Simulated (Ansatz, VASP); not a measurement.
Two plane-wave programs on BaTiO3

```
Ba Ti O
1.0
     3.97295    0.00000    0.00000
     0.00000    3.97295    0.00000
     0.00000    0.00000    3.99103
Ba Ti O
1 1 3
Direct
  0.00000 0.00000 0.00000
  0.50000 0.50000 0.48200
  0.50000 0.50000 0.01600
  0.50000 0.00000 0.51500
  0.00000 0.50000 0.51500
```

Change from the starting cell: volume scaled by 0.98, PAW files.

Alike in both runs: task electric field gradients; functional PBE; k mesh 7 × 7 × 7; occupations fermi-dirac, width 0.08 eV; no spin polarisation.

|  | VASP | Ansatz |
| --- | --- | --- |
| version | VASP 6.6.1 | Ansatz 0.2.0 |
| potentials or method | VASP PAW PBE potentials, release 64 (Ba_sv, Ti_sv, O) | PAW with Ansatz's default frozen-core files, scalar-relativistic |
| plane-wave cutoff (eV) | 520 | 420 |
| valence electrons in the cell | 40 | 40 |

|  | VASP | Ansatz | Ansatz less VASP |
| --- | --- | --- | --- |
| pressure (GPa) | 8.2 | 6.3 | -1.92 |
| traceless stress, the component that is largest in VASP (GPa) | 1.15 | 1.09 | -0.057 |
| rms of the force components (eV/Å) | 0.086 | 0.085 | -0.0010 |
| size of Vzz on the site where it differs most (V/Å²) | 14.5 | 15.6 | +1.07 |

Atom by atom the forces differ by 0.019 eV/Å (rms over components).

Spin-orbit coupling is off throughout.
